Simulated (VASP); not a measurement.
# K (Im-3m) in VASP: notebook

K is run at these levels: LDA; tasks: single point, relaxation of cell and atoms.

Program: VASP 6.6.1. These are calculated values, not measurements. Logs are shortened: lines on timing, memory, paths and dates and some standing lists are left out, and cuts for length are marked.

### Step 1. The cell of the first run

The structure is cubic, space group Im-3m (No. 229). Conventional cell: a = 5.044 Å, b = 5.044 Å, c = 5.044 Å, α = 90.00°, β = 90.00°, γ = 90.00°. Within 5.7 Å of K (site symmetry m-3m) lie 14 K at 4.37 to 5.04 Å.

### Step 2. Single point, LDA

INCAR

```
SYSTEM = K
PREC     = Accurate       ! precision mode
ENCUT    = 520            ! plane-wave cutoff, eV
EDIFF    = 1E-6           ! SCF threshold, eV
ISMEAR   = -1             ! smearing method
SIGMA    = 0.02           ! smearing width, eV
LREAL    = .False.        ! projectors in reciprocal space
LASPH    = .True.         ! aspherical terms in the spheres
NELM     = 80             ! most SCF steps
ALGO     = Normal         ! electronic algorithm
ISIF     = 2              ! what is computed and relaxed
LWAVE    = .False.        ! write WAVECAR
LCHARG   = .False.        ! write CHGCAR
NBANDS   = 10             ! bands
```

KPOINTS

```
Automatic mesh
0
Gamma
  7 7 7
  0 0 0
```

POSCAR

```
K
1.0
    4.3679927485     -0.0000000242     -0.0000000419
   -1.4559975600      4.1181830649     -0.0000000419
   -1.4559975600     -2.0590914720      3.5664511866
K
1
Direct
    0.0000000000      0.0000000000      0.0000000000
```

Potentials or basis: VASP PAW LDA potentials, release 64 (K_sv).

Launch:

```console
> cat potpaw_LDA.64/K_sv/POTCAR > POTCAR
> mpirun -np 1 vasp_std > vasp.out
```

OUTCAR:

```text
SYSTEM = K
   PREC = Accurate
   ENCUT = 520
   EDIFF = 1E-6
   ISMEAR = -1
   LREAL = .False.
   LASPH = .True.
   NELM = 80
   ISIF = 2

 ion  position               nearest neighbor table
   1  0.000  0.000  0.000-

  LATTYP: Found a body centered cubic cell.
 ALAT       =     5.0437235784

  Lattice vectors:

 A1 = (   4.3679927485,  -0.0000000242,  -0.0000000419)
 A2 = (  -1.4559975600,   4.1181830649,  -0.0000000419)
 A3 = (  -1.4559975600,  -2.0590914720,   3.5664511866)

Analysis of symmetry for initial positions (statically):
=====================================================================
 Subroutine PRICEL returns:
 Original cell was already a primitive cell.

 Routine SETGRP: Setting up the symmetry group for a
 body centered cubic supercell.

 Subroutine GETGRP returns: Found 48 space group operations
 (whereof 48 operations were pure point group operations)
 out of a pool of 48 trial point group operations.

The static configuration has the point symmetry O_h .

Analysis of symmetry for dynamics (positions and initial velocities):
=====================================================================
 Subroutine PRICEL returns:
 Original cell was already a primitive cell.

 Routine SETGRP: Setting up the symmetry group for a
 body centered cubic supercell.

 Subroutine GETGRP returns: Found 48 space group operations
 (whereof 48 operations were pure point group operations)
 out of a pool of 48 trial point group operations.

The dynamic configuration has the point symmetry O_h .

 Subroutine INISYM returns: Found 48 space group operations
 (whereof 48 operations are pure point group operations),
 and found     1 'primitive' translations

----------------------------------------------------------------------------------------

                                     Primitive cell

  volume of cell :      64.1540

  direct lattice vectors                    reciprocal lattice vectors
     4.367992748 -0.000000024 -0.000000042     0.228938111  0.080941845  0.140195384
    -1.455997560  4.118183065 -0.000000042     0.000000003  0.242825536  0.140195384
    -1.455997560 -2.059091472  3.566451187     0.000000003  0.000000004  0.280390775

  length of vectors
     4.367992748  4.367992748  4.367992749     0.280390775  0.280390775  0.280390775

  position of ions in fractional coordinates (direct lattice)
     0.000000000  0.000000000  0.000000000

  ion indices of the primitive-cell ions
   primitive index   ion index
                 1           1

----------------------------------------------------------------------------------------

 KPOINTS: Automatic mesh

Automatic generation of k-mesh.
 Grid dimensions read from file:
 generate k-points for:    7    7    7

 Generating k-lattice:

  Cartesian coordinates                     Fractional coordinates (reciprocal lattice)
     0.032705444  0.011563121  0.020027912     0.142857143  0.000000000  0.000000000
     0.000000000  0.034689362  0.020027912    -0.000000000  0.142857143  0.000000000
     0.000000000  0.000000001  0.040055825    -0.000000000 -0.000000000  0.142857143

  Length of vectors
     0.040055825  0.040055825  0.040055825

  Shift w.r.t. Gamma in fractional coordinates (k-lattice)
     0.000000000  0.000000000  0.000000000

 Subroutine IBZKPT returns following result:
 ===========================================

 Found     20 irreducible k-points:

 Following reciprocal coordinates:
            Coordinates               Weight
  0.000000  0.000000  0.000000      1.000000
  0.142857  0.000000  0.000000     12.000000
  0.285714 -0.000000  0.000000     12.000000
  0.428571  0.000000  0.000000     12.000000
  0.142857  0.142857  0.000000     24.000000
  0.285714  0.142857  0.000000     48.000000
[... 12 lines left out ...]
 -0.428571 -0.428571  0.285714      8.000000
 -0.428571  0.428571  0.428571      6.000000
   k-points           NKPTS =     20   k-points in BZ     NKDIM =     20   number of bands    NBANDS=     10
   number of dos      NEDOS =    301   number of ions     NIONS =      1
   total plane-waves  NPLWV =  32768
   dimension x,y,z NGX =    32 NGY =   32 NGZ =   32
   dimension x,y,z NGXF=    64 NGYF=   64 NGZF=   64
   ions per type =               1
   NGX,Y,Z   is equivalent  to a cutoff of  12.18, 12.18, 12.18 a.u.
   NGXF,Y,Z  is equivalent  to a cutoff of  24.36, 24.36, 24.36 a.u.
 SYSTEM =  K
   PREC   = accura    normal or accurate (medium, high low for compatibility)
   ISTART =      0    job   : 0-new  1-cont  2-samecut
   ICHARG =      2    charge: 1-file 2-atom 10-const
   ISPIN  =      1    spin polarized calculation?
   LNONCOLLINEAR =      F non collinear calculations
   LSORBIT =      F    spin-orbit coupling
   LASPH  =      T    aspherical Exc in radial PAW
   ENCUT  =  520.0 eV  38.22 Ry    6.18 a.u.   8.12  8.12  8.12*2*pi/ulx,y,z
   NELM   =     80;   NELMIN=  2; NELMDL= -5     # of ELM steps
   EDIFF  = 0.1E-05   stopping-criterion for ELM
   LREAL  =      F    real-space projection
   EDIFFG = 0.1E-04   stopping-criterion for IOM
   NSW    =      0    number of steps for IOM
   IBRION =     -1    ionic relax: 0-MD 1-quasi-New 2-CG
   NFREE  =      0    steps in history (QN), initial steepest desc. (CG)
   ISIF   =      2    stress and relaxation
   ISYM   =      2    0-nonsym 1-usesym 2-fastsym
   POTIM  = 0.5000    time-step for ionic-motion
   TEBEG  =    0.0;   TEEND  =   0.0 temperature during run
   PSTRESS=    0.0 pullay stress
   NELECT =       9.0000    total number of electrons
   NUPDOWN=      -1.0000    fix difference up-down
   EMIN   =  10.00;   EMAX   =-10.00  energy-range for DOS
   EFERMI =   0.00;   METHOD = LEGACY
   ISMEAR =    -1;   SIGMA  =   0.02  broadening in eV -4-tet -1-fermi 0-gaus
   EFERMI_NEDOS =   21; number of points for ismear=-14 and -15
   IALGO  =     38    algorithm
   IMIX   =      4    mixing-type and parameters
     AMIX     =   0.40;   BMIX     =  1.00
     AMIX_MAG =   1.60;   BMIX_MAG =  1.00
  volume/ion in A,a.u.               =      64.15       432.93
  Fermi-wavevector in a.u.,A,eV,Ry     =   0.850644  1.607484  9.845105  0.723595
  Thomas-Fermi vector in A             =   1.966653
   LORBIT       =      0    0 simple, 1 ext, 2 COOP (PROOUT), +10 PAW based schemes
   GGA     = CA    functional components
   LHFCALC =     F    Hartree Fock is set to
   AEXX    =    0.0000 exact exchange contribution
   IVDW    =     0    specifies the selected vdW correction
   LEPSILON=     F    determine dielectric tensor
   LRPA    =     F    only Hartree local field effects (RPA)
 non-spin polarized calculation
  energy-cutoff  :      520.00
  volume of cell :       64.15
 maximum number of plane-waves:      1737
   NGX = 17   NGY = 17   NGZ = 17

 number of electron       8.9999998 magnetization

 Free energy of the ion-electron system (eV)
  ---------------------------------------------------
  ext. energy  EPLUGINS =         0.00000000
  ---------------------------------------------------
  free energy    TOTEN  =        -1.16713110 eV

  energy without entropy =       -1.16541993  energy(sigma->0) =       -1.16627551

 E-fermi :  -0.0492     XC(G=0):  -6.2328

 val. band max:       -0.0767899283   @ k =  -0.2857   0.4286   0.1429
 cond. band min:       0.1290763728   @ k =  -0.4286   0.4286   0.1429
 fundamental gap:      0.2058663010
 Fermi energy:        -0.0492313926

 k-point     1 :       0.0000    0.0000    0.0000
  band No.  band energies     occupation
      1     -31.7413      2.00000
      2     -15.4079      2.00000
      3     -15.4079      2.00000
      4     -15.4079      2.00000
      5      -2.3656      2.00000
      6       4.2821      0.00000
      7       4.2821      0.00000
      8       4.2821      0.00000
      9       5.3115      0.00000
     10       5.3115      0.00000

 k-point     2 :       0.1429    0.0000    0.0000
  band No.  band energies     occupation
      1     -31.7397      2.00000
      2     -15.4298      2.00000
      3     -15.4150      2.00000
      4     -15.4079      2.00000
      5      -2.0820      2.00000
      6       3.8634      0.00000
      7       3.9831      0.00000
      8       4.5219      0.00000
      9       5.0503      0.00000
     10       5.2753      0.00000

 k-point     3 :       0.2857   -0.0000    0.0000
  band No.  band energies     occupation
      1     -31.7361      2.00000
      2     -15.4781      2.00000
      3     -15.4309      2.00000
      4     -15.4080      2.00000
      5      -1.2787      2.00000
      6       2.6556      0.00000
      7       3.4732      0.00000
      8       5.1491      0.00000
      9       5.2193      0.00000
     10       5.3435      0.00000

 k-point     4 :       0.4286    0.0000    0.0000
  band No.  band energies     occupation
      1     -31.7333      2.00000
      2     -15.5161      2.00000
      3     -15.4435      2.00000
      4     -15.4081      2.00000
      5      -0.1058      1.88817
      6       1.3242      0.00000
      7       3.1538      0.00000
      8       5.0685      0.00000
      9       5.6910      0.00000
     10       6.3055      0.00000

 k-point     5 :       0.1429    0.1429    0.0000
  band No.  band energies     occupation
      1     -31.7371      2.00000
      2     -15.4628      2.00000
      3     -15.4235      2.00000
      4     -15.4130      2.00000
      5      -1.5373      2.00000
      6       3.1667      0.00000
      7       3.4490      0.00000
      8       4.8981      0.00000
      9       4.9333      0.00000
     10       5.5558      0.00000

 k-point     6 :       0.2857    0.1429    0.0000
  band No.  band energies     occupation
      1     -31.7339      2.00000
      2     -15.4990      2.00000
      3     -15.4426      2.00000
      4     -15.4150      2.00000
      5      -0.5371      2.00000
      6       2.0541      0.00000
      7       2.9666      0.00000
      8       4.9565      0.00000
      9       5.4589      0.00000
     10       5.8012      0.00000
[... 131 lines left out ...]
 k-point    17 :      -0.2857    0.2857    0.2857
  band No.  band energies     occupation
      1     -31.7317      2.00000
      2     -15.4753      2.00000
      3     -15.4560      2.00000
      4     -15.4560      2.00000
      5      -0.3035      1.99999
      6       2.5403      0.00000
      7       3.5921      0.00000
      8       3.5921      0.00000
      9       4.8026      0.00000
     10       5.4651      0.00000

 k-point    18 :      -0.4286    0.4286    0.2857
  band No.  band energies     occupation
      1     -31.7293      2.00000
      2     -15.4974      2.00000
      3     -15.4699      2.00000
      4     -15.4583      2.00000
      5       0.7145      0.00000
      6       1.7556      0.00000
      7       3.3244      0.00000
      8       3.5480      0.00000
      9       4.6234      0.00000
     10       6.1997      0.00000

 k-point    19 :      -0.4286   -0.4286    0.2857
  band No.  band energies     occupation
      1     -31.7281      2.00000
      2     -15.4903      2.00000
      3     -15.4903      2.00000
      4     -15.4617      2.00000
      5       1.4456      0.00000
      6       1.4456      0.00000
      7       2.7036      0.00000
      8       4.2657      0.00000
      9       4.2657      0.00000
     10       6.1504      0.00000

 k-point    20 :      -0.4286    0.4286    0.4286
  band No.  band energies     occupation
      1     -31.7270      2.00000
      2     -15.4882      2.00000
      3     -15.4844      2.00000
      4     -15.4844      2.00000
      5       1.3413      0.00000
      6       1.6960      0.00000
      7       3.7403      0.00000
      8       3.7686      0.00000
      9       3.7686      0.00000
     10       6.3891      0.00000

------------------------ aborting loop because EDIFF is reached ----------------------------------------

  FORCE on cell =-STRESS in cart. coord.  units (eV):
  Direction    XX          YY          ZZ          XY          YZ          ZX
  --------------------------------------------------------------------------------------
  -------------------------------------------------------------------------------------
  Total       -0.0112141     -0.0112141     -0.0112141     -0.0000000      0.0000000     -0.0000000
  in kB       -0.2800596     -0.2800596     -0.2800596     -0.0000000      0.0000000     -0.0000000
  external PRESSURE =      -0.2800596 kB  Pullay stress =       0.0000000 kB

 VOLUME and BASIS-vectors are now :
 -----------------------------------------------------------------------------
  energy-cutoff  :      520.00
  volume of cell :       64.15
      direct lattice vectors                 reciprocal lattice vectors
     4.367992748 -0.000000024 -0.000000042     0.228938111  0.080941845  0.140195384
    -1.455997560  4.118183065 -0.000000042     0.000000003  0.242825536  0.140195384
    -1.455997560 -2.059091472  3.566451187     0.000000003  0.000000004  0.280390775

 POSITION                                       TOTAL-FORCE (eV/Angst)
 -----------------------------------------------------------------------------------
      0.00000      0.00000      0.00000        -0.000000     -0.000000     -0.000000
 -----------------------------------------------------------------------------------
    total drift:                               -0.000000     -0.000000      0.000000

  FREE ENERGIE OF THE ION-ELECTRON SYSTEM (eV)
  ---------------------------------------------------
  free  energy   TOTEN  =        -1.1671311013 eV

  energy  without entropy=       -1.1654199252  energy(sigma->0) =       -1.16627551
```

It took 4.7 s on 1 thread of AMD EPYC 9R45 (Zen 5), shared host; peak memory 0.12 GiB.

Results:

```yaml
Free_energy: -1.1671 eV
Pressure: 0.0 GPa
Band_gap_on_the_k_mesh: zero (an odd number of electrons rules out a gap without spin polarisation)
```

### Step 3. Relaxation of cell and atoms, LDA

This run uses another cell than the first one, of 71.32 Å³/atom.

INCAR

```
SYSTEM = K
PREC = Accurate
ENCUT = 600
EDIFF = 1E-7
ISMEAR = -1
SIGMA = 0.02
LREAL = .False.
LASPH = .True.
NELM = 100
ALGO = Normal
ISIF = 3
LWAVE = .False.
LCHARG = .False.
IBRION = 2
NSW = 60
EDIFFG = -0.02
```

KPOINTS is that of step 2.

POSCAR

```
K
1.0
    4.5249830000      0.0000000000      0.0000000000
   -1.5083276194      4.2661949021      0.0000000000
   -1.5083276194     -2.1330973508      3.6946332206
K
1
Direct
    0.0000000000      0.0000000000      0.0000000000
```

Potentials or basis: VASP PAW LDA potentials, release 64 (K_sv).

Launch:

```console
> cat potpaw_LDA.64/K_sv/POTCAR > POTCAR
> mpirun -np 1 vasp_std > vasp.out
```

Run time: 16 s. Hardware: 1 thread of AMD EPYC 9R45 (Zen 5), shared host; peak memory 0.15 GiB.

Results (log left out):

```
Free energy                           : -1.1673 eV
Relaxed volume                        : 64.37 Å³/atom
Relaxed cell                          : a = 4.373 Å, b = 4.373 Å, c = 4.373 Å, α = 109.47°, β = 109.47°, γ = 109.47°
Space group after relaxing (to 0.1 Å) : Im-3m (No. 229)
Energy gained by relaxing             : 10.0 meV/atom
Ionic steps                           : 3
Pressure after relaxing               : 0.0 GPa
Band gap on the k mesh                : zero (an odd number of electrons rules out a gap without spin polarisation)
```

Step by step:
```csv
step,energy change (eV),largest force (eV/Å),pressure (GPa),volume (Å³)
1,0.0000,0.0000,-0.40,71.32
2,-0.0041,0.0000,-0.32,69.50
3,-0.0100,0.0000,-0.03,64.37
```

Final structure:
```
CELL_PARAMETERS angstrom
4.37289 0.00000 0.00000
-1.45763 4.12280 0.00000
-1.45763 -2.06140 3.57045
ATOMIC_POSITIONS crystal
K 0.00000 0.00000 0.00000
```

Levels at points of the mesh, in eV from the Fermi level:
| k point | band 3 | band 4 | band 5 | band 6 | band 7 | band 8 |
| --- | --- | --- | --- | --- | --- | --- |
| (0.00, 0.00, 0.00) | -15.36 | -15.36 | -2.31 | 4.33 | 4.33 | 4.33 |

LDA usually gives volumes a few per cent too small. Zero-point motion and thermal expansion aren't in these numbers.
